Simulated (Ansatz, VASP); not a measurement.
## One calculation of CdPd, two programs

```
CELL_PARAMETERS angstrom
3.02760 0.00000 0.00000
0.00000 3.02760 0.00000
0.00000 0.00000 3.63100
ATOMIC_POSITIONS crystal
Cd 0.00000 0.00000 0.00000
Pd 0.50000 0.50000 0.50000
```

Alike in both runs: task single point; functional PBEsol; k mesh 10 × 10 × 8; occupations fermi-dirac, width 0.05 eV; no spin polarisation.

|  | VASP | Ansatz |
| --- | --- | --- |
| version | VASP 6.6.1 | Ansatz 0.2.0 |
| potentials or method | VASP PAW PBE potentials, release 64 (Cd, Pd), cutoff 520 eV | all-electron LAPW, scalar-relativistic |

Ansatz gave:

- pressure (GPa): -1.4
- traceless stress, the component that is largest in VASP (GPa): 0.32

Question: Estimate VASP's values.

Answer: Pressure (GPa): -0.5; traceless stress, the component that is largest in VASP (GPa): 0.41.

VASP's potentials were made for PBE, not for PBEsol. Ansatz ran all-electron here, and VASP with PAW potentials.
